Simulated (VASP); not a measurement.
Input of a VASP 6.6.1 run:

Contents of INCAR:

```
ALGO = Normal ; EDIFF = 1E-6
ENCUT = 600 ; GGA = PE
GGA_COMPAT = False ; ISIF = 2
ISMEAR = 0 ; ISPIN = 2
LASPH = True ; LCHARG = False
LMAXMIX = 4 ; LORBIT = 11
LREAL = False ; LWAVE = False
MAGMOM = 0 1 1 0 ; NBANDS = 33
NELM = 200 ; PREC = Accurate
SIGMA = 0.1
```

File KPOINTS:

```
k-points
0
Gamma
  6 6 4
```

POSCAR

```
YTi2F
1.0
    3.8594580380      0.0000000000      0.0000000000
    0.0000000000      3.8594580380      0.0000000000
    0.0000000000      0.0000000000      5.2891374127
Y Ti F
1 2 1
Direct
    0.0000000000      0.0000000000      0.0000000000
    0.0000000000      0.0000000000      0.5000000000
    0.5000000000      0.5000000000      0.0000000000
    0.5000000000      0.5000000000      0.5000000000
```

Potentials or basis: VASP PAW PBE potentials, release 64 (Y_sv, Ti_sv, F).

Launch:

```bash
$ cat potpaw_PBE.64/Y_sv/POTCAR potpaw_PBE.64/Ti_sv/POTCAR potpaw_PBE.64/F/POTCAR > POTCAR
$ mpirun -np 1 vasp_std > vasp.out
```

Task: Predict the band gap on the k mesh.

Result: Zero (filled and empty bands overlap).

Task: Estimate the net moment.

Result: 0.00 μB per cell.

Task: Estimate the pressure.

Result: -0.2 GPa.
